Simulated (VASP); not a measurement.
# CrO2 in VASP: notebook

Runs on CrO2. Level: PBE+U. Tasks: single point.

All numbers are computed with VASP 6.6.1; they aren't measurements. Logs are shortened: lines on timing, memory, paths and dates and some standing lists are left out, and cuts for length are marked.

**1. The cell of the first run**

Symmetry: P4_2/mnm, No. 136, tetragonal system. Conventional cell: a = 4.421 Å, b = 4.421 Å, c = 2.917 Å, α = 90.00°, β = 90.00°, γ = 90.00°. Cr (site symmetry mmm) has 6 O at 1.88 to 1.92 Å within 2.5 Å. Within 2.5 Å of O (site symmetry m2m) lie 3 Cr at 1.88 to 1.92 Å and 1 O at 2.49 Å.

**2. Single point, PBE+U, collinear spin, antiferromagnetic start**

Contents of INCAR:

```
PREC     = Accurate       # precision mode
ENCUT    = 520            # plane-wave cutoff, eV
EDIFF    = 1E-6           # SCF threshold, eV
ISMEAR   = -1             # smearing method
SIGMA    = 0.1            # smearing width, eV
LREAL    = False          # projectors in reciprocal space
LASPH    = True           # aspherical terms in the spheres
NELM     = 150            # most SCF steps
ALGO     = Normal         # electronic algorithm
ISIF     = 2              # what is computed and relaxed
LWAVE    = False          # write WAVECAR
LCHARG   = False          # write CHGCAR
ISPIN    = 2              # spin polarisation
MAGMOM   = 2.1 -2.1 0 0 0 0 # initial moments
LORBIT   = 11             # projections on sites
LMAXMIX  = 4              # l up to which the mixer works
LDAU     = True           # DFT+U
LDAUTYPE = 1            
LDAUL    = 2 -1           # shell
LDAUU    = 2.9 0          # U, eV
LDAUJ    = 0.9 0        
LDAUPRINT= 1            
GGA      = PE             # functional
NBANDS   = 37             # bands
```

Contents of KPOINTS:

```
Automatic mesh
0
Gamma
  4 4 6
```

Contents of POSCAR:

```
CrO2
1.0
    4.4210000000      0.0000000000      0.0000000000
    0.0000000000      4.4210000000      0.0000000000
    0.0000000000      0.0000000000      2.9170000000
Cr O
2 4
Direct
    0.0000000000      0.0000000000      0.0000000000
    0.5000000000      0.5000000000      0.5000000000
    0.3010000000      0.3010000000      0.0000000000
    0.1990000000      0.8010000000      0.5000000000
    0.6990000000      0.6990000000      0.0000000000
    0.8010000000      0.1990000000      0.5000000000
```

Potentials or basis: VASP PAW PBE potentials, release 64 (Cr_pv, O).

Run with:

```bash
cat potpaw_PBE.64/Cr_pv/POTCAR potpaw_PBE.64/O/POTCAR > POTCAR
mpirun -np 1 vasp_std > vasp.out
```

OUTCAR:

```text
PREC = Accurate
   ENCUT = 520
   EDIFF = 1E-6
   ISMEAR = -1
   LREAL = False
   LASPH = True
   NELM = 150
   ISIF = 2
   ISPIN = 2
   LORBIT = 11
   GGA = PE

 ion  position               nearest neighbor table
   1  0.000  0.000  0.000-   3 1.88   5 1.88   4 1.92   6 1.92   4 1.92   6 1.92
   2  0.500  0.500  0.500-   4 1.88   6 1.88   5 1.92   3 1.92   3 1.92   5 1.92
   3  0.301  0.301  0.000-   1 1.88   2 1.92   2 1.92
   4  0.199  0.801  0.500-   2 1.88   1 1.92   1 1.92
   5  0.699  0.699  0.000-   1 1.88   2 1.92   2 1.92
   6  0.801  0.199  0.500-   2 1.88   1 1.92   1 1.92

  LATTYP: Found a simple tetragonal cell.
 ALAT       =     4.4210000000
 C/A-ratio  =     0.6598054739

  Lattice vectors:

 A1 = (   4.4210000000,   0.0000000000,   0.0000000000)
 A2 = (   0.0000000000,   4.4210000000,   0.0000000000)
 A3 = (   0.0000000000,   0.0000000000,   2.9170000000)

Analysis of symmetry for initial positions (statically):
=====================================================================
 Subroutine PRICEL returns:
 Original cell was already a primitive cell.

 Routine SETGRP: Setting up the symmetry group for a
 simple tetragonal supercell.

 Subroutine GETGRP returns: Found 16 space group operations
 (whereof  8 operations were pure point group operations)
 out of a pool of 16 trial point group operations.

The static configuration has the point symmetry D_2h.
 The point group associated with its full space group is D_4h.

Analysis of symmetry for dynamics (positions and initial velocities):
=====================================================================
 Subroutine PRICEL returns:
 Original cell was already a primitive cell.

 Routine SETGRP: Setting up the symmetry group for a
 simple tetragonal supercell.

 Subroutine GETGRP returns: Found 16 space group operations
 (whereof  8 operations were pure point group operations)
 out of a pool of 16 trial point group operations.

The dynamic configuration has the point symmetry D_2h.
 The point group associated with its full space group is D_4h.

Analysis of structural, dynamic, and magnetic symmetry:
=====================================================================
 Subroutine PRICEL returns:
 Original cell was already a primitive cell.

 Routine SETGRP: Setting up the symmetry group for a
 simple tetragonal supercell.

 Subroutine GETGRP returns: Found 16 space group operations
 (whereof  8 operations were pure point group operations)
 out of a pool of 16 trial point group operations.

The overall configuration has the point symmetry D_2h.
 The point group associated with its full space group is D_4h.

 Subroutine INISYM returns: Found 16 space group operations
 (whereof  8 operations are pure point group operations),
 and found     1 'primitive' translations

----------------------------------------------------------------------------------------

                                     Primitive cell

  volume of cell :      57.0135

  direct lattice vectors                    reciprocal lattice vectors
     4.421000000  0.000000000  0.000000000     0.226193169  0.000000000  0.000000000
     0.000000000  4.421000000  0.000000000     0.000000000  0.226193169  0.000000000
     0.000000000  0.000000000  2.917000000     0.000000000  0.000000000  0.342817964

  length of vectors
     4.421000000  4.421000000  2.917000000     0.226193169  0.226193169  0.342817964
[... 158 lines left out ...]
  o =  0.3517  v =  0.0000  0.0000  0.0000  0.0000  0.0000 -0.0000 -0.7071  0.0000  0.7071  0.0000      0.0000  0.0000  0.0000  0.0000  0.0000  0.0000  0.0000  0.0000  0.0000  0.0000
  o =  0.3519  v =  0.0000 -0.7071  0.0000  0.7071 -0.0000  0.0000  0.0000  0.0000  0.0000  0.0000      0.0000  0.0000  0.0000  0.0000  0.0000  0.0000  0.0000  0.0000  0.0000  0.0000
  o =  0.3697  v =  0.0000  0.0000  0.0000  0.0000  0.0000  0.8473 -0.0000 -0.5311  0.0000  0.0000      0.0000  0.0000  0.0000  0.0000  0.0000  0.0000  0.0000  0.0000  0.0000  0.0000
  o =  0.3869  v = -0.7701  0.0000  0.6379  0.0000 -0.0000  0.0000  0.0000  0.0000  0.0000  0.0000      0.0000  0.0000  0.0000  0.0000  0.0000  0.0000  0.0000  0.0000  0.0000  0.0000
  o =  0.9110  v =  0.0000  0.7071  0.0000  0.7071  0.0000  0.0000  0.0000  0.0000  0.0000  0.0000      0.0000  0.0000  0.0000  0.0000  0.0000  0.0000  0.0000  0.0000  0.0000  0.0000
  o =  0.9515  v = -0.6379 -0.0000 -0.7701  0.0000  0.0000  0.0000  0.0000  0.0000  0.0000  0.0000      0.0000  0.0000  0.0000  0.0000  0.0000  0.0000  0.0000  0.0000  0.0000  0.0000

atom =   2  type =  1  l = 2

 onsite density matrix

spin component  1

  0.2847  0.0000  0.1355  0.0000 -0.0000
  0.0000  0.2246  0.0000  0.1270  0.0000
  0.1355  0.0000  0.1535  0.0000  0.0000
  0.0000  0.1270  0.0000  0.2246  0.0000
 -0.0000  0.0000  0.0000  0.0000  0.2248

spin component  2

  0.6167  0.0000 -0.2774  0.0000  0.0000
  0.0000  0.6315  0.0000 -0.2795  0.0000
 -0.2774  0.0000  0.7217  0.0000  0.0000
  0.0000 -0.2795  0.0000  0.6315  0.0000
  0.0000  0.0000  0.0000  0.0000  0.3084

 occupancies and eigenvectors

  o =  0.0686  v = -0.5311  0.0000  0.8473  0.0000 -0.0000  0.0000  0.0000  0.0000  0.0000  0.0000      0.0000  0.0000  0.0000  0.0000  0.0000  0.0000  0.0000  0.0000  0.0000  0.0000
  o =  0.0976  v =  0.0000 -0.7071  0.0000  0.7071  0.0000  0.0000  0.0000  0.0000  0.0000  0.0000      0.0000  0.0000  0.0000  0.0000  0.0000  0.0000  0.0000  0.0000  0.0000  0.0000
  o =  0.2248  v =  0.0000  0.0000  0.0000  0.0000  1.0000  0.0000  0.0000  0.0000  0.0000  0.0000      0.0000  0.0000  0.0000  0.0000  0.0000  0.0000  0.0000  0.0000  0.0000  0.0000
  o =  0.3084  v =  0.0000  0.0000  0.0000  0.0000  0.0000  0.0000 -0.0000 -0.0000 -0.0000 -1.0000      0.0000  0.0000  0.0000  0.0000  0.0000  0.0000  0.0000  0.0000  0.0000  0.0000
  o =  0.3517  v =  0.0000 -0.7071  0.0000 -0.7071  0.0000  0.0000  0.0000  0.0000  0.0000  0.0000      0.0000  0.0000  0.0000  0.0000  0.0000  0.0000  0.0000  0.0000  0.0000  0.0000
  o =  0.3519  v =  0.0000  0.0000  0.0000  0.0000  0.0000  0.0000  0.7071 -0.0000  0.7071 -0.0000      0.0000  0.0000  0.0000  0.0000  0.0000  0.0000  0.0000  0.0000  0.0000  0.0000
  o =  0.3697  v = -0.8473  0.0000 -0.5311  0.0000  0.0000  0.0000  0.0000  0.0000  0.0000  0.0000      0.0000  0.0000  0.0000  0.0000  0.0000  0.0000  0.0000  0.0000  0.0000  0.0000
  o =  0.3869  v =  0.0000  0.0000  0.0000  0.0000  0.0000 -0.7701  0.0000 -0.6379  0.0000  0.0000      0.0000  0.0000  0.0000  0.0000  0.0000  0.0000  0.0000  0.0000  0.0000  0.0000
  o =  0.9110  v =  0.0000  0.0000  0.0000  0.0000  0.0000  0.0000 -0.7071  0.0000  0.7071  0.0000      0.0000  0.0000  0.0000  0.0000  0.0000  0.0000  0.0000  0.0000  0.0000  0.0000
  o =  0.9515  v =  0.0000  0.0000  0.0000  0.0000  0.0000 -0.6379  0.0000  0.7701  0.0000 -0.0000      0.0000  0.0000  0.0000  0.0000  0.0000  0.0000  0.0000  0.0000  0.0000  0.0000

 number of electron      48.0000026 magnetization       0.0000000

 Free energy of the ion-electron system (eV)
  ---------------------------------------------------
  ext. energy  EPLUGINS =         0.00000000
  ---------------------------------------------------
  free energy    TOTEN  =       -47.04201899 eV

  energy without entropy =      -47.01028912  energy(sigma->0) =      -47.02615405

 E-fermi :   5.4199     XC(G=0): -11.9143

 val. band max:        5.3137084648   @ k =   0.2500   0.2500   0.5000
 cond. band min:       5.4224650024   @ k =   0.0000   0.0000   0.1667
 fundamental gap:      0.1087565376
 Fermi energy:         5.4199444118

 spin component 1

 k-point     1 :       0.0000    0.0000    0.0000
  band No.  band energies     occupation
      1     -39.2626      1.00000
      2     -39.2511      1.00000
      3     -39.1117      1.00000
      4     -37.6190      1.00000
      5     -37.4452      1.00000
      6     -36.7883      1.00000
[... 925 lines left out ...]
     35      17.1058      0.00000
     36      17.1787      0.00000
 Fermi energy:         5.4199444118

 spin component 2

 k-point     1 :       0.0000    0.0000    0.0000
  band No.  band energies     occupation
      1     -39.2626      1.00000
      2     -39.2511      1.00000
      3     -39.1117      1.00000
      4     -37.6190      1.00000
      5     -37.4452      1.00000
      6     -36.7883      1.00000
[... 925 lines left out ...]
     35      17.1058      0.00000
     36      17.1787      0.00000
 [bands above 36 left out]

------------------------ aborting loop because EDIFF is reached ----------------------------------------

  FORCE on cell =-STRESS in cart. coord.  units (eV):
  Direction    XX          YY          ZZ          XY          YZ          ZX
  --------------------------------------------------------------------------------------
  -------------------------------------------------------------------------------------
  Total        1.8076116      1.8076116      3.9918877      0.0000000      0.0000000      0.0000000
  in kB       50.7970206     50.7970206    112.1789686      0.0000000      0.0000000      0.0000000
  external PRESSURE =      71.2576699 kB  Pullay stress =       0.0000000 kB

 VOLUME and BASIS-vectors are now :
 -----------------------------------------------------------------------------
  energy-cutoff  :      520.00
  volume of cell :       57.01
      direct lattice vectors                 reciprocal lattice vectors
     4.421000000  0.000000000  0.000000000     0.226193169  0.000000000  0.000000000
     0.000000000  4.421000000  0.000000000     0.000000000  0.226193169  0.000000000
     0.000000000  0.000000000  2.917000000     0.000000000  0.000000000  0.342817964

 POSITION                                       TOTAL-FORCE (eV/Angst)
 -----------------------------------------------------------------------------------
      0.00000      0.00000      0.00000         0.000000      0.000000      0.000000
      2.21050      2.21050      1.45850         0.000000      0.000000      0.000000
      1.33072      1.33072      0.00000        -0.212445     -0.212445      0.000000
      0.87978      3.54122      1.45850         0.212445     -0.212445      0.000000
      3.09028      3.09028      0.00000         0.212445      0.212445     -0.000000
      3.54122      0.87978      1.45850        -0.212445      0.212445     -0.000000
 -----------------------------------------------------------------------------------
    total drift:                                0.000000      0.000000      0.000000

  FREE ENERGIE OF THE ION-ELECTRON SYSTEM (eV)
  ---------------------------------------------------
  free  energy   TOTEN  =       -47.0420189854 eV

  energy  without entropy=      -47.0102891197  energy(sigma->0) =      -47.02615405

 total charge

# of ion       s       p       d       tot
------------------------------------------
    1        0.373   6.472   3.984  10.829
    2        0.373   6.472   3.984  10.829
    3        1.571   3.478   0.000   5.049
    4        1.571   3.478   0.000   5.049
    5        1.571   3.478   0.000   5.049
    6        1.571   3.478   0.000   5.049
--------------------------------------------------
tot          7.029  26.855   7.968  41.853

 magnetization (x)

# of ion       s       p       d       tot
------------------------------------------
    1        0.011   0.014   1.796   1.821
    2       -0.011  -0.014  -1.796  -1.821
    3       -0.000  -0.014   0.000  -0.014
    4        0.000   0.014   0.000   0.014
    5       -0.000  -0.014   0.000  -0.014
    6        0.000   0.014   0.000   0.014
--------------------------------------------------
tot          0.000   0.000   0.000   0.000
```

It took 45 s on 1 thread of Intel Xeon 6975P-C (Granite Rapids), shared host; peak memory 0.23 GiB.

What came out:

```
Free energy                                           : -47.0420 eV
Pressure                                              : 7.1 GPa
Largest force                                         : 0.300 eV/Å
Band gap on the k mesh                                : zero (filled and empty bands overlap)
Net moment                                            : 0.00 μB per cell
Site moments                                          : Cr +1.82, -1.82; O -0.01, +0.01 (each value once) μB
Valence electrons inside the program's atomic spheres : Cr 10.83; O 5.05
```

Forces in eV/Å, atoms in the order of the input:
```
Cr   0.000  0.000  0.000
Cr   0.000  0.000  0.000
O   -0.212 -0.212  0.000
O    0.212 -0.212  0.000
O    0.212  0.212  0.000
O   -0.212  0.212  0.000
```

Eigenvalues of the final occupation matrices:
```tsv
site	spin	trace	eigenvalues
site 1 d	1	2.91	0.31 0.35 0.39 0.91 0.95
site 1 d	2	1.11	0.07 0.10 0.22 0.35 0.37
site 2 d	1	1.11	0.07 0.10 0.22 0.35 0.37
site 2 d	2	2.91	0.31 0.35 0.39 0.91 0.95
```

Caveat: the stress differs along the axes, from 5 to 11 GPa. The state reached can hang on the start; a lower one may exist.

**3. Single point, PBE+U, collinear spin, antiferromagnetic start**

Contents of INCAR:

```
ALGO     = Normal         # electronic algorithm
EDIFF    = 1E-6           # SCF threshold, eV
ENCUT    = 520            # plane-wave cutoff, eV
GGA      = PE             # functional
ISIF     = 2              # what is computed and relaxed
ISMEAR   = -1             # smearing method
ISPIN    = 2              # spin polarisation
LASPH    = True           # aspherical terms in the spheres
LCHARG   = False          # write CHGCAR
LDAU     = True           # DFT+U
LDAUJ    = 0.9 0        
LDAUL    = 2 -1           # shell
LDAUPRINT= 1            
LDAUTYPE = 1            
LDAUU    = 2.9 0          # U, eV
LMAXMIX  = 4              # l up to which the mixer works
LORBIT   = 11             # projections on sites
LREAL    = False          # projectors in reciprocal space
LWAVE    = False          # write WAVECAR
MAGMOM   = 2.1 -2.1 0 0 0 0 # initial moments
NBANDS   = 37             # bands
NELM     = 150            # most SCF steps
PREC     = Accurate       # precision mode
SIGMA    = 0.1            # smearing width, eV
```

Contents of KPOINTS:

```
k-points
0
Gamma
  4 4 6
```

POSCAR, as its differences from that of step 2:

```diff
@@ -9,3 +9,3 @@
     0.0000000000      0.0000000000      0.0000000000
-    0.5000000000      0.5000000000      0.5000000000
+    0.5000000000      0.5000000000      0.5150000000
     0.3010000000      0.3010000000      0.0000000000
```

Potentials or basis: VASP PAW PBE potentials, release 64 (Cr_pv, O).

Run with:

```bash
cat potpaw_PBE.64/Cr_pv/POTCAR potpaw_PBE.64/O/POTCAR > POTCAR
mpirun -np 1 vasp_std > vasp.out
```

It took 62 s on 1 thread of Intel Xeon 6975P-C (Granite Rapids), shared host; peak memory 0.24 GiB.

The run converged. Its results:

```yaml
Free_energy: -47.0266 eV
Pressure: 7.1 GPa
Largest_force: 0.705 eV/Å
Band_gap_on_the_k_mesh: zero (filled and empty bands overlap)
Net_moment: 0.01 μB per cell
Site_moments: Cr +1.82, -1.81; O -0.01, +0.01 (each value once) μB
Valence_electrons_inside_the_program's_atomic_spheres: Cr 10.83; O 5.05
```

Forces in eV/Å, atoms in the order of the input:
```
Cr   0.000  0.000 -0.040
Cr   0.000  0.000 -0.705
O   -0.228 -0.228  0.293
O    0.215 -0.215  0.079
O    0.228  0.228  0.293
O   -0.215  0.215  0.079
```

Stress tensor (GPa, compression positive):
```
 5.05  0.18  0.00
 0.18  5.05  0.00
 0.00  0.00 11.21
```

Levels at points of the mesh, in eV from the Fermi level:
Spin up:
```tsv
k point	band 22	band 23	band 24	band 25	band 26	band 27
(0.00, 0.00, 0.00)	-0.96	-0.95	-0.47	0.06	1.62	2.31
(0.50, 0.00, 0.00)	-1.28	-1.27	-0.77	0.97	1.92	2.57
(0.50, 0.50, 0.00)	-1.91	-1.89	-1.79	1.47	1.57	2.30
(0.00, 0.00, 0.50)	-2.13	-1.43	0.28	0.65	1.58	3.00
(0.50, 0.00, 0.50)	-1.63	-1.43	-1.00	0.02	1.70	2.42
(0.50, 0.50, 0.50)	-1.40	-1.19	-0.45	0.37	1.25	3.23
```
Spin down:
```
           k point  band 22  band 23  band 24  band 25  band 26  band 27
(0.00, 0.00, 0.00)    -0.96    -0.91    -0.47     0.07     1.62     2.31
(0.50, 0.00, 0.00)    -1.30    -1.26    -0.74     0.99     1.93     2.56
(0.50, 0.50, 0.00)    -2.00    -1.88    -1.66     1.48     1.56     2.31
(0.00, 0.00, 0.50)    -2.12    -1.42     0.28     0.67     1.59     2.99
(0.50, 0.00, 0.50)    -1.61    -1.41    -1.00     0.04     1.70     2.42
(0.50, 0.50, 0.50)    -1.39    -1.19    -0.45     0.39     1.25     3.24
```

Eigenvalues of the final occupation matrices:
| site | spin | trace | eigenvalues |
| --- | --- | --- | --- |
| site 1 d | 1 | 2.91 | 0.31 0.35 0.39 0.91 0.95 |
| site 1 d | 2 | 1.11 | 0.07 0.10 0.22 0.35 0.37 |
| site 2 d | 1 | 1.12 | 0.07 0.10 0.23 0.35 0.37 |
| site 2 d | 2 | 2.91 | 0.31 0.35 0.39 0.91 0.95 |

Caveat: the stress differs along the axes, from 5 to 11 GPa.

(Continued in part 2 of 2.)

The gap in the log of VASP goes by the Fermi energy; the results here count the filled bands.